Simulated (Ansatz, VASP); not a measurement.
## As in VASP and in Ansatz

```
As
1.0
     2.73774    0.00000    0.00000
     0.00000    2.73774    0.00000
     0.00000    0.00000    2.73774
As
1
Direct
  0.00000 0.00000 0.00000
```

Alike in both runs: task relaxation of cell and atoms; functional PBE; k mesh 15 × 15 × 15; occupations fermi-dirac, width 0.05 eV; no spin polarisation.

```csv
,VASP,Ansatz
version,VASP 6.6.1,Ansatz 0.2.0
potentials or method,"VASP PAW PBE potentials, release 64 (As)","PAW with Ansatz's default frozen-core files, scalar-relativistic"
plane-wave cutoff (eV),600,420
valence electrons in the cell,5,15
```

Ansatz gave:

```
relaxed volume (Å³/atom)                                     : 20.33
relaxed cell length with the largest relative difference (Å) : 2.729
```

Problem. Which values does VASP return?

Solution. Relaxed volume (Å³/atom): 20.36; relaxed cell length with the largest relative difference (Å): 2.731.

VASP's potentials hold 5 valence electrons a cell and Ansatz's 15, so a difference there can come from the potentials and not from the codes.
